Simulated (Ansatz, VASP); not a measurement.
# Mg: VASP beside Ansatz

```
Mg
1.0
     3.20927    0.00000    0.00000
    -1.60464    2.77931    0.00000
     0.00000    0.00000    5.21033
Mg
2
Cartesian
  0.1061 1.9589 1.1526
  1.6046 0.9264 3.9077
```

Alike in both runs: task single point; functional PBEsol; k mesh 18 × 18 × 10; occupations gaussian, width 0.15 eV; no spin polarisation.

```csv
,VASP,Ansatz
version,VASP 6.6.1,Ansatz 0.2.0
potentials or method,"VASP PAW PBE potentials, release 64 (Mg), cutoff 520 eV","scalar-relativistic, plane waves, PAW"
valence electrons in the cell,4,20
```

|  | VASP | Ansatz | Ansatz less VASP |
| --- | --- | --- | --- |
| gap on the k mesh at the Fermi level (eV) | none | none | - |
| pressure (GPa) | -0.8 | -0.8 | +0.06 |
| traceless stress, the component that is largest in VASP (GPa) | -0.42 | -0.42 | +0.002 |
| rms of the force components (eV/Å) | 0.235 | 0.234 | -0.0010 |

VASP's potentials were made for PBE, not for PBEsol. Atom by atom the forces differ by 0.001 eV/Å (rms over components). A gap of «none» marks a metal or a gap that the smearing closes. The functional is the same, so the differences come from potentials, cutoffs and numerics. VASP's potentials hold 4 valence electrons a cell and Ansatz's 20, so a difference there can come from the potentials and not from the codes.
